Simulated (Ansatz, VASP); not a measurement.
## One calculation of Ru, two programs

```
CELL_PARAMETERS angstrom
2.68952 0.00000 0.00000
-1.34476 2.32920 0.00000
0.00000 0.00000 4.25192
ATOMIC_POSITIONS crystal
Ru 0.33333 0.66667 0.25000
Ru 0.66667 0.33333 0.75000
```

Alike in both runs: task single point; functional PBEsol; k mesh 30 × 30 × 16; occupations gaussian, width 0.15 eV; no spin polarisation.

|  | VASP | Ansatz |
| --- | --- | --- |
| version | VASP 6.6.1 | Ansatz 0.2.0 |
| potentials or method | VASP PAW PBE potentials, release 64 (Ru_pv), cutoff 520 eV | scalar-relativistic, plane waves, PAW |
| valence electrons in the cell | 28 | 32 |

|  | VASP | Ansatz | Ansatz less VASP |
| --- | --- | --- | --- |
| gap on the k mesh at the Fermi level (eV) | none | none | - |
| pressure (GPa) | 0.0 | 0.1 | +0.03 |
| traceless stress, the component that is largest in VASP (GPa) | -0.58 | -0.60 | -0.020 |

VASP's potentials were made for PBE, not for PBEsol. A gap of «none» marks a metal or a gap that the smearing closes. VASP's potentials hold 28 valence electrons a cell and Ansatz's 32, so a difference there can come from the potentials and not from the codes.
